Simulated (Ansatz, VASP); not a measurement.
One calculation of HfC, two programs

POSCAR

```
HfC
1.0
    3.2617012653      0.0000000000      0.0000000000
   -1.6308506326      2.8247161553      0.0000000000
    0.0000000000      0.0000000000      5.0763921041
Hf C
2 2
Direct
    0.6666666667      0.3333333333      0.7500000000
    0.3333333333      0.6666666667      0.2500000000
    0.0000000000      0.0000000000      0.0000000000
    0.0000000000      0.0000000000      0.5000000000
```

Contents of INCAR.step1:

```
PREC = Accurate
ENCUT = 660
ISMEAR = 0
SIGMA = 0.1
LREAL = False
LASPH = True
NELM = 120
NBANDS = 22
GGA = PE
ALGO = Normal
EDIFF = 1E-5
LWAVE = True
LCHARG = False
GGA_COMPAT = False
```

Contents of INCAR.step2:

```
PREC = Accurate
ENCUT = 660
EDIFF = 1E-6
ISMEAR = 0
SIGMA = 0.1
LREAL = False
LASPH = True
NELM = 120
ALGO = Normal
ISIF = 2
LWAVE = False
LCHARG = False
METAGGA = R2SCAN
LMIXTAU = True
NBANDS = 22
ISTART = 1
GGA_COMPAT = False
```

File KPOINTS:

```
regular mesh
0
Gamma
  15 15 8
```

Input for Ansatz:

```yaml
crystal:
  lattice:
    - [3.2617012653, 0.0, 0.0]
    - [-1.6308506326, 2.8247161553, 0.0]
    - [0.0, 0.0, 5.0763921041]
  atoms:
    - { symbol: Hf, position: [0.6666666667, 0.3333333333, 0.75] }
    - { symbol: Hf, position: [0.3333333333, 0.6666666667, 0.25] }
    - { symbol: C, position: [0.0, 0.0, 0.0] }
    - { symbol: C, position: [0.0, 0.0, 0.5] }
basis:
  ecutwfc: 500
kpoints:
  mp_grid: { grid: [15, 15, 8] }
hamiltonian:
  xc: r2scan
scf:
  occupations: { method: gaussian, width: 0.1 }
output:
  forces: true
  stress: true
  eigenvalues: true
  populations: true
```

Alike in both runs: task single point; functional r2SCAN; k mesh 15 × 15 × 8; occupations gaussian, width 0.1 eV; no spin polarisation.

```csv
,VASP,Ansatz
version,VASP 6.6.1,Ansatz 0.2.0
potentials or method,"VASP PAW PBE potentials, release 64 (Hf_pv, C), cutoff 660 eV","scalar-relativistic, plane waves, PAW"
valence electrons in the cell,28,60
```

|  | VASP | Ansatz | Ansatz less VASP |
| --- | --- | --- | --- |
| gap on the k mesh at the Fermi level (eV) | none | none | - |
| pressure (GPa) | 16.0 | 17.0 | +0.99 |
| traceless stress, the component that is largest in VASP (GPa) | 1.75 | 1.70 | -0.049 |

VASP's potentials were made for PBE, not for r2SCAN. A gap of «none» marks a metal or a gap that the smearing closes. VASP's potentials hold 28 valence electrons a cell and Ansatz's 60, so a difference there can come from the potentials and not from the codes.

Neither program's run includes spin-orbit coupling.
